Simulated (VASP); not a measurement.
Write the native input for VASP 6.6.1 that does the following.

```yaml
Task: single point
Functional: PBE
Potentials_or_basis: VASP PAW PBE potentials, release 64 (Si, C)
Cutoff: 520 eV
k_mesh: 10 × 10 × 10
Occupations: fermi-dirac, width 0.02 eV
Spin: no spin polarisation
Dipole_correction: no
Further_INCAR_settings: ALGO = Normal; EDIFF = 1e-06; NBANDS = 11
```

The structure of SiC lies in POSCAR:

```
SiC
1.0
    0.0000000000      2.1780523510      2.2433939216
    2.1780523510      0.0000000000      2.2433939216
    2.1780523510      2.1780523510      0.0000000000
Si C
1 1
Direct
    0.0000000000      0.0000000000      0.0000000000
    0.2500000000      0.2500000000      0.2500000000
```

This cell differs from its parent crystal: uniaxial z strain +3.0%.

The input as run:

INCAR

```
PREC = Accurate
ENCUT = 520
EDIFF = 1E-6
ISMEAR = -1
SIGMA = 0.02
LREAL = False
LASPH = True
NELM = 80
ALGO = Normal
ISIF = 2
LWAVE = False
LCHARG = False
GGA = PE
NBANDS = 11
```

KPOINTS

```
Automatic mesh
0
Gamma
  10 10 10
```

Potentials or basis: VASP PAW PBE potentials, release 64 (Si, C).

Command:

```bash
$ cat potpaw_PBE.64/Si/POTCAR potpaw_PBE.64/C/POTCAR > POTCAR
$ mpirun -np 1 vasp_std > vasp.out
```

It gave:

```
Pressure               : -2.9 GPa
Band gap on the k mesh : 1.23 eV, indirect (least direct gap 4.48 eV)
```

Caveat: the cell differs from its parent crystal (uniaxial z strain +3.0%).

Wall time 23 s on 1 thread of Intel Xeon 8259CL, on a shared host, peak memory 0.14 GiB.
